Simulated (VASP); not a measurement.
# I (Fmmm) in VASP: a series of runs, part 2 of 2

VASP 6.6.1.

**3. Single point, r2SCAN+D3(BJ)**

This run uses another cell than the first one, of 42.17 Å³/atom.

Contents of POSCAR:

```
I
1.0
    0.0000000000      2.3967303343      3.9612912976
    2.2210941101      0.0000000000      3.9612912976
    2.2210941101      2.3967303343      0.0000000000
I
1
Direct
    0.0000000000      0.0000000000      0.0000000000
```

Contents of INCAR.step1:

```
SYSTEM = I
PREC     = Accurate       ! precision mode
ENCUT    = 520            ! plane-wave cutoff, eV
ISMEAR   = -1             ! smearing method
SIGMA    = 0.05           ! smearing width, eV
LREAL    = .False.        ! projectors in reciprocal space
LASPH    = .True.         ! aspherical terms in the spheres
NELM     = 60             ! most SCF steps
NBANDS   = 10             ! bands
GGA      = PE             ! functional
ALGO     = Normal         ! electronic algorithm
EDIFF    = 1E-4           ! SCF threshold, eV
LWAVE    = .True.         ! write WAVECAR
LCHARG   = .False.        ! write CHGCAR
```

Contents of INCAR.step2:

```
SYSTEM = I
PREC     = Accurate       ! precision mode
ENCUT    = 520            ! plane-wave cutoff, eV
EDIFF    = 1E-7           ! SCF threshold, eV
ISMEAR   = -1             ! smearing method
SIGMA    = 0.05           ! smearing width, eV
LREAL    = .False.        ! projectors in reciprocal space
LASPH    = .True.         ! aspherical terms in the spheres
NELM     = 60             ! most SCF steps
ALGO     = Normal         ! electronic algorithm
ISIF     = 2              ! what is computed and relaxed
LWAVE    = .False.        ! write WAVECAR
LCHARG   = .True.         ! write CHGCAR
METAGGA  = R2SCAN         ! meta-GGA
LMIXTAU  = .True.       
IVDW     = 12             ! dispersion correction
VDW_S6   = 1.0          
VDW_S8   = 0.78981345   
VDW_A1   = 0.49484001   
VDW_A2   = 5.73083694   
LELF     = .True.         ! ELF
LVHAR    = .True.       
NBANDS   = 10             ! bands
ISTART   = 1
```

Contents of KPOINTS:

```
Automatic mesh
0
Gamma
  9 9 9
  0 0 0
```

Potentials or basis: VASP PAW PBE potentials, release 64 (I).

Started as:

```bash
> cat potpaw_PBE.64/I/POTCAR > POTCAR
> cp INCAR.step1 INCAR
> mpirun -np 1 vasp_std > vasp.out
> cp INCAR.step2 INCAR
> mpirun -np 1 vasp_std > vasp.out
```

OUTCAR:

```text
SYSTEM = I
   PREC = Accurate
   ENCUT = 520
   EDIFF = 1E-7
   ISMEAR = -1
   LREAL = .False.
   LASPH = .True.
   NELM = 60
   ISIF = 2
   METAGGA = R2SCAN
   IVDW = 12
   ISTART = 1
 IVDW          = 12

 ion  position               nearest neighbor table
   1  0.000  0.000  0.000-

  LATTYP: Found a face centered orthorhombic cell.
 ALAT       =     4.4421882202
 B/A-ratio  =     1.0790764441
 C/A-ratio  =     1.7834864716

  Lattice vectors:

 A1 = (   0.0000000000,   2.3967303343,   3.9612912976)
 A2 = (   2.2210941101,   0.0000000000,   3.9612912976)
 A3 = (   2.2210941101,   2.3967303343,   0.0000000000)

Analysis of symmetry for initial positions (statically):
=====================================================================
 Subroutine PRICEL returns:
 Original cell was already a primitive cell.

 Routine SETGRP: Setting up the symmetry group for a
 face centered orthorhombic supercell.

 Subroutine GETGRP returns: Found  8 space group operations
 (whereof  8 operations were pure point group operations)
 out of a pool of  8 trial point group operations.

The static configuration has the point symmetry D_2h.

Analysis of symmetry for dynamics (positions and initial velocities):
=====================================================================
 Subroutine PRICEL returns:
 Original cell was already a primitive cell.

 Routine SETGRP: Setting up the symmetry group for a
 face centered orthorhombic supercell.

 Subroutine GETGRP returns: Found  8 space group operations
 (whereof  8 operations were pure point group operations)
 out of a pool of  8 trial point group operations.

The dynamic configuration has the point symmetry D_2h.

 Subroutine INISYM returns: Found  8 space group operations
 (whereof  8 operations are pure point group operations),
 and found     1 'primitive' translations
[... 112 lines left out ...]
     AMIX     =   0.40;   BMIX     =  1.00
     AMIX_MAG =   1.60;   BMIX_MAG =  1.00
  volume/ion in A,a.u.               =      42.17       284.61
  Fermi-wavevector in a.u.,A,eV,Ry     =   0.899684  1.700156 11.012975  0.809431
  Thomas-Fermi vector in A             =   2.022548
   LORBIT       =      0    0 simple, 1 ext, 2 COOP (PROOUT), +10 PAW based schemes
   METAGGA = R2SCAN    functional components
   LHFCALC =     F    Hartree Fock is set to
   AEXX    =    0.0000 exact exchange contribution
   IVDW    =    12    specifies the selected vdW correction
   LEPSILON=     F    determine dielectric tensor
   LRPA    =     F    only Hartree local field effects (RPA)
 non-spin polarized calculation
  energy-cutoff  :      520.00
  volume of cell :       42.17
 maximum number of plane-waves:      1155
   NGX = 17   NGY = 17   NGZ = 13

 number of electron       7.0000001 magnetization

 Free energy of the ion-electron system (eV)
  ---------------------------------------------------
  ext. energy  EPLUGINS =         0.00000000
  ---------------------------------------------------
  free energy    TOTEN  =       -24.39638466 eV

  energy without entropy =      -24.39125762  energy(sigma->0) =      -24.39382114

 E-fermi :   2.8527     XC(G=0):  -8.4977

 val. band max:        2.8442257559   @ k =   0.4444   0.3333   0.1111
 cond. band min:       2.8788107857   @ k =  -0.1111   0.1111   0.1111
 fundamental gap:      0.0345850297
 Fermi energy:         2.8526712511

 k-point     1 :       0.0000    0.0000    0.0000
  band No.  band energies     occupation
      1     -11.3405      2.00000
      2       0.8563      2.00000
      3       3.5786      0.00000
      4       3.8726      0.00000
      5       7.9232      0.00000
      6      10.8000      0.00000
      7      11.6514      0.00000
      8      15.5000      0.00000
      9      15.8119      0.00000
     10      15.9649      0.00000
[... 287 lines left out ...]
 k-point    24 :       0.4444    0.4444    0.0000
  band No.  band energies     occupation
      1     -11.1132      2.00000
      2      -1.1069      2.00000
      3       3.3719      0.00006
      4       3.6860      0.00000
      5      10.3051      0.00000
      6      10.7389      0.00000
      7      13.7057      0.00000
      8      18.1947      0.00000
      9      18.2541      0.00000
     10      18.4522      0.00000

 [... further k-points ...]

------------------------ aborting loop because EDIFF is reached ----------------------------------------

 Edisp (eV)   -0.14545

 E8    (eV) :    -0.0507

  FORCE on cell =-STRESS in cart. coord.  units (eV):
  Direction    XX          YY          ZZ          XY          YZ          ZX
  --------------------------------------------------------------------------------------
  -------------------------------------------------------------------------------------
  Total      -0.49386    -0.54960    -0.18443    -0.00000     0.00000     0.00000
  in kB     -18.76109   -20.87891    -7.00642    -0.00000     0.00000     0.00000
  external pressure =      -15.55 kB  Pullay stress =        0.00 kB

 VOLUME and BASIS-vectors are now :
 -----------------------------------------------------------------------------
  energy-cutoff  :      520.00
  volume of cell :       42.17
      direct lattice vectors                 reciprocal lattice vectors
     0.000000000  2.396730334  3.961291298    -0.225114279  0.208617546  0.126221467
     2.221094110  0.000000000  3.961291298     0.225114279 -0.208617546  0.126221467
     2.221094110  2.396730334  0.000000000     0.225114279  0.208617546 -0.126221467

 POSITION                                       TOTAL-FORCE (eV/Angst)
 -----------------------------------------------------------------------------------
      0.00000      0.00000      0.00000        -0.000000     -0.000000      0.000000
 -----------------------------------------------------------------------------------
    total drift:                                0.000000      0.000000     -0.000000

  FREE ENERGIE OF THE ION-ELECTRON SYSTEM (eV)
  ---------------------------------------------------
  free  energy   TOTEN  =       -24.5418383217 eV

  energy  without entropy=      -24.5367112823  energy(sigma->0) =      -24.53927480
```

OSZICAR.step1:

```text
N       E                     dE             d eps       ncg     rms          rms(c)
DAV:   1     0.213771713464E+02    0.21377E+02   -0.24007E+03  2500   0.485E+02
DAV:   2    -0.437097449714E+00   -0.21814E+02   -0.20872E+02  3168   0.828E+01
DAV:   3    -0.141215250021E+01   -0.97506E+00   -0.97145E+00  3082   0.180E+01
DAV:   4    -0.142225745563E+01   -0.10105E-01   -0.10103E-01  3218   0.227E+00
DAV:   5    -0.142240430815E+01   -0.14685E-03   -0.14685E-03  3132   0.244E-01    0.436E+00
DAV:   6    -0.139999924161E+01    0.22405E-01   -0.18310E-02  2788   0.636E-01    0.270E+00
DAV:   7    -0.139130792710E+01    0.86913E-02   -0.37548E-02  2764   0.936E-01    0.147E-01
DAV:   8    -0.139125613130E+01    0.51796E-04   -0.17236E-03  2732   0.250E-01    0.321E-02
DAV:   9    -0.139126017789E+01   -0.40466E-05   -0.22343E-05  1858   0.364E-02
   1 F= -.13912602E+01 E0= -.13883995E+01  d E =-.572138E-02
```

Wall time 2.6 min (1 thread of AMD EPYC 9R45 (Zen 5), shared host); peak memory 0.18 GiB.

Results:

```
Free energy                : -24.5418 eV
Pressure                   : -1.6 GPa
Band gap on the k mesh     : zero (an odd number of electrons rules out a gap without spin polarisation)
Dispersion energy per atom : -0.145 eV
```

Caveat: the PAW data sets were made with another functional, which shifts forces and pressure a little; spin-orbit coupling is left out, which moves the levels of the heavy elements; an odd number of electrons without spin polarisation forces a metal; a magnetic or distorted state may lie lower.

**4. Single point, r2SCAN+D3(BJ)**

This run uses another cell than the first one, of 42.99 Å³/atom.

Contents of POSCAR:

```
I
1.0
    0.0000000000      2.4119965442      3.9865231326
    2.2352415877      0.0000000000      3.9865231326
    2.2352415877      2.4119965442      0.0000000000
I
1
Direct
    0.0000000000      0.0000000000      0.0000000000
```

Contents of INCAR.step1:

```
PREC = Accurate
ENCUT = 520
ISMEAR = -1
SIGMA = 0.05
LREAL = F
LASPH = T
NELM = 80
NBANDS = 10
GGA = PE
ALGO = Normal
EDIFF = 1E-4
LWAVE = T
LCHARG = F
```

Contents of INCAR.step2:

```
PREC = Accurate
ENCUT = 520
EDIFF = 1E-6
ISMEAR = -1
SIGMA = 0.05
LREAL = F
LASPH = T
NELM = 80
ALGO = Normal
ISIF = 2
LWAVE = F
LCHARG = T
METAGGA = R2SCAN
LMIXTAU = T
IVDW = 12
VDW_S6 = 1.0
VDW_S8 = 0.78981345
VDW_A1 = 0.49484001
VDW_A2 = 5.73083694
LELF = T
LVHAR = T
NBANDS = 10
ISTART = 1
```

Contents of KPOINTS:

```
Automatic mesh
0
Gamma
  9 9 9
```

Started as:

```bash
> cat potpaw_PBE.64/I/POTCAR > POTCAR
> cp INCAR.step1 INCAR
> mpirun -np 1 vasp_std > vasp.out
> cp INCAR.step2 INCAR
> mpirun -np 1 vasp_std > vasp.out
```

Run time: 2.2 min. Hardware: 1 thread of AMD EPYC 9R45 (Zen 5), shared host; peak memory 0.19 GiB.

It converged, with:

- Free energy: -24.5331 eV
- Pressure: -1.9 GPa
- Band gap on the k mesh: zero (an odd number of electrons rules out a gap without spin polarisation)
- Dispersion energy per atom: -0.143 eV

Stress tensor (GPa, compression positive):
```
-2.36  0.00  0.00
 0.00 -2.67  0.00
 0.00  0.00 -0.74
```

Levels at points of the mesh, in eV from the Fermi level:
| k point | band 2 | band 3 | band 4 | band 5 | band 6 | band 7 |
| --- | --- | --- | --- | --- | --- | --- |
| (0.00, 0.00, 0.00) | -1.93 | 0.70 | 0.99 | 5.12 | 7.99 | 8.76 |

Caveat: the PAW data sets were made with another functional, which shifts forces and pressure a little; spin-orbit coupling is left out, which moves the levels of the heavy elements; an odd number of electrons without spin polarisation forces a metal; a magnetic or distorted state may lie lower.

**5. Single point, LDA, non-collinear spin, zero start, spin-orbit coupling**

Contents of INCAR:

```
PREC = Accurate
ENCUT = 520
EDIFF = 1E-6
ISMEAR = -1
SIGMA = 0.05
LREAL = F
LASPH = T
NELM = 150
ALGO = Normal
ISIF = 2
LWAVE = F
LCHARG = F
LNONCOLLINEAR = T
MAGMOM = 0 0 0
LORBIT = 11
LSORBIT = T
GGA_COMPAT = F
LORBMOM = T
GGA = CA
NBANDS = 18
```

KPOINTS is that of step 4.

Contents of POSCAR:

```
I
1.0
    0.0000000000      2.3656004428      3.9098401324
    2.1922454667      0.0000000000      3.9098401324
    2.1922454667      2.3656004428      0.0000000000
I
1
Direct
    0.0000000000      0.0000000000      0.0000000000
```

Potentials or basis: VASP PAW LDA potentials, release 64 (I).

Started as:

```bash
> cat potpaw_LDA.64/I/POTCAR > POTCAR
> mpirun -np 1 vasp_ncl > vasp.out
```

OUTCAR:

```text
PREC = Accurate
   ENCUT = 520
   EDIFF = 1E-6
   ISMEAR = -1
   LREAL = F
   LASPH = T
   NELM = 150
   ISIF = 2
   LNONCOLLINEAR = T
   LORBIT = 11
   LSORBIT = T
   GGA = CA

 ion  position               nearest neighbor table
   1  0.000  0.000  0.000-

  LATTYP: Found a face centered orthorhombic cell.
 ALAT       =     4.3844909334
 B/A-ratio  =     1.0790764441
 C/A-ratio  =     1.7834864717

  Lattice vectors:

 A1 = (   0.0000000000,   2.3656004428,   3.9098401324)
 A2 = (   2.1922454667,   0.0000000000,   3.9098401324)
 A3 = (   2.1922454667,   2.3656004428,   0.0000000000)

Analysis of symmetry for initial positions (statically):
=====================================================================
 Subroutine PRICEL returns:
 Original cell was already a primitive cell.

 Routine SETGRP: Setting up the symmetry group for a
 face centered orthorhombic supercell.

 Subroutine GETGRP returns: Found  8 space group operations
 (whereof  8 operations were pure point group operations)
 out of a pool of  8 trial point group operations.

The static configuration has the point symmetry D_2h.

Analysis of symmetry for dynamics (positions and initial velocities):
=====================================================================
 Subroutine PRICEL returns:
 Original cell was already a primitive cell.

 Routine SETGRP: Setting up the symmetry group for a
[... 713 lines left out ...]
  energy  without entropy=       -2.1041938586  energy(sigma->0) =       -2.10694729

 orbital moment (x)

 # of ion     p       d       tot
 ----------------------------------------
  1         0.000   0.000   0.000
 ----------------------------------------
            0.000   0.000   0.000

 orbital moment (y)

 # of ion     p       d       tot
 ----------------------------------------
  1         0.000   0.000   0.000
 ----------------------------------------
            0.000   0.000   0.000

 orbital moment (z)

 # of ion     p       d       tot
 ----------------------------------------
  1         0.000   0.000   0.000
 ----------------------------------------
            0.000   0.000   0.000

 Spin-Orbit-Coupling matrix elements

 Ion:    1  E_soc:     -0.3746623
 l=   1
     0.0000000    -0.0577214    -0.0733591
    -0.0577214     0.0000000    -0.0559856
    -0.0733591    -0.0559856     0.0000000
 l=   2
     0.0000000    -0.0000434     0.0000000    -0.0000435    -0.0001027
    -0.0000434     0.0000000    -0.0000439    -0.0000034     0.0000029
     0.0000000    -0.0000439     0.0000000    -0.0000411     0.0000000
    -0.0000435    -0.0000034    -0.0000411     0.0000000     0.0000099
    -0.0001027     0.0000029     0.0000000     0.0000099     0.0000000
 l=   3
     0.0000000     0.0000000     0.0000000     0.0000000     0.0000000     0.0000000     0.0000000
     0.0000000     0.0000000     0.0000000     0.0000000     0.0000000     0.0000000     0.0000000
     0.0000000     0.0000000     0.0000000     0.0000000     0.0000000     0.0000000     0.0000000
     0.0000000     0.0000000     0.0000000     0.0000000     0.0000000     0.0000000     0.0000000
     0.0000000     0.0000000     0.0000000     0.0000000     0.0000000     0.0000000     0.0000000
     0.0000000     0.0000000     0.0000000     0.0000000     0.0000000     0.0000000     0.0000000
     0.0000000     0.0000000     0.0000000     0.0000000     0.0000000     0.0000000     0.0000000

 total charge

# of ion       s       p       d       tot
------------------------------------------
    1        1.553   2.601   0.027   4.181

 magnetization (x)

# of ion       s       p       d       tot
------------------------------------------
    1        0.000   0.000   0.000   0.000

 magnetization (y)

# of ion       s       p       d       tot
------------------------------------------
    1        0.000   0.000   0.000   0.000

 magnetization (z)

# of ion       s       p       d       tot
------------------------------------------
    1        0.000   0.000   0.000   0.000
```

Run time: 92 s. Hardware: 1 thread of AMD EPYC 9R45 (Zen 5), shared host; peak memory 0.28 GiB.

What came out:

- Free energy: -2.1097 eV
- Pressure: -1.8 GPa
- Net moment: 0.00 μB per cell
- Valence electrons inside the program's atomic spheres: I 4.18

Stress tensor (GPa, compression positive):
```
-2.16  0.00  0.00
 0.00 -2.16  0.00
 0.00  0.00 -1.19
```

Moments on the atoms (μB; x, y, z):
```
I   0.00 0.00 0.00
```

**6. Single point, PBE-based screened hybrid with 25 % exact exchange**

POSCAR is that of step 5.

Contents of INCAR.step1:

```
  ALGO = Normal
  EDIFF = 1E-5
  ENCUT = 520
  GGA = PE
  ISIF = 2
  ISMEAR = -1
  LASPH = T
  LCHARG = F
  LREAL = F
  LWAVE = T
  NBANDS = 10
  NELM = 60
  PREC = Accurate
  SIGMA = 0.05
```

Contents of INCAR.step2:

```
  AEXX = 0.25
  ALGO = Normal
  EDIFF = 1E-6
  ENCUT = 520
  GGA = PE
  HFSCREEN = 0.3
  ISIF = 2
  ISMEAR = -1
  ISTART = 1
  LASPH = T
  LCHARG = F
  LHFCALC = T
  LREAL = F
  LWAVE = F
  NBANDS = 10
  NELM = 60
  PREC = Accurate
  PRECFOCK = Normal
  SIGMA = 0.05
```

Contents of KPOINTS:

```
k-points
0
Gamma
  5 5 5
```

Potentials or basis: VASP PAW PBE potentials, release 64 (I).

Started as:

```bash
> cat potpaw_PBE.64/I/POTCAR > POTCAR
> cp INCAR.step1 INCAR
> mpirun -np 1 vasp_std > vasp.out
> cp INCAR.step2 INCAR
> mpirun -np 1 vasp_std > vasp.out
```

Run time: 5.8 min. Hardware: 1 thread of Intel Xeon Platinum 8559C (Emerald Rapids), shared host; peak memory 0.28 GiB.

It converged, with:

```
Free energy            : -1.7332 eV
Pressure               : -0.8 GPa
Band gap on the k mesh : zero (an odd number of electrons rules out a gap without spin polarisation)
```

Stress tensor (GPa, compression positive):
```
-2.11  0.00  0.00
 0.00 -1.06  0.00
 0.00  0.00  0.68
```

Levels at points of the mesh, in eV from the Fermi level:
```
           k point  band 2  band 3  band 4  band 5  band 6  band 7
(0.00, 0.00, 0.00)   -1.60    1.71    2.06    5.78    8.82    9.55
```

Caveat: the k points lie up to 0.42 Å⁻¹ apart, too coarse for converged energies and pressures of a metal; the PAW data sets were made with another functional, which shifts forces and pressure a little; spin-orbit coupling is left out, which moves the levels of the heavy elements; an odd number of electrons without spin polarisation forces a metal; a magnetic or distorted state may lie lower.

**7. Overview**

| level | potentials or basis | spin | cell | k mesh | grid for exact exchange (PRECFOCK) | share of exact exchange | screening parameter | gap on the mesh (eV) | pressure (GPa) | moment (μB) |
| --- | --- | --- | --- | --- | --- | --- | --- | --- | --- | --- |
| PBEsol | VASP PAW PBE potentials, release 64 (I) | non-collinear, zero start, SOC | a = 4.570, b = 4.482, c = 3.225 Å, angles 70.6, 67.7, 41.7°, 1 atom | 9 × 9 × 9 | - | - | - | - | -0.9 | 0.00 |
| r2SCAN+D3(BJ) | VASP PAW PBE potentials, release 64 (I) | off | a = 4.630, b = 4.541, c = 3.268 Å, angles 70.6, 67.7, 41.7°, 1 atom | 9 × 9 × 9 | - | - | - | none | -1.6 | - |
| r2SCAN+D3(BJ) | VASP PAW PBE potentials, release 64 (I) | off | a = 4.659, b = 4.570, c = 3.288 Å, angles 70.6, 67.7, 41.7°, 1 atom | 9 × 9 × 9 | - | - | - | none | -1.9 | - |
| LDA | VASP PAW LDA potentials, release 64 (I) | non-collinear, zero start, SOC | a = 4.570, b = 4.482, c = 3.225 Å, angles 70.6, 67.7, 41.7°, 1 atom | 9 × 9 × 9 | - | - | - | - | -1.8 | 0.00 |
| PBE-based screened hybrid with 25 % exact exchange | VASP PAW PBE potentials, release 64 (I) | off | a = 4.570, b = 4.482, c = 3.225 Å, angles 70.6, 67.7, 41.7°, 1 atom | 5 × 5 × 5 | Normal | 0.25 | 0.3 1/Å | none | -0.8 | - |

Alike in all rows: task single point; cutoff (eV) 520; smearing fermi-dirac 0.05 eV.

Caveats: some runs use coarse meshes; the PAW data sets were made with another functional, which shifts forces and pressure a little (at least some runs); spin-orbit coupling is left out, which moves the levels of the heavy elements (at least some runs); an odd number of electrons without spin polarisation forces a metal (at least some runs); a magnetic or distorted state may lie lower (at least some runs).

Absolute energies hang on the potentials; compare differences alone.

The gap in the log of VASP goes by the Fermi energy; the results here count the filled bands.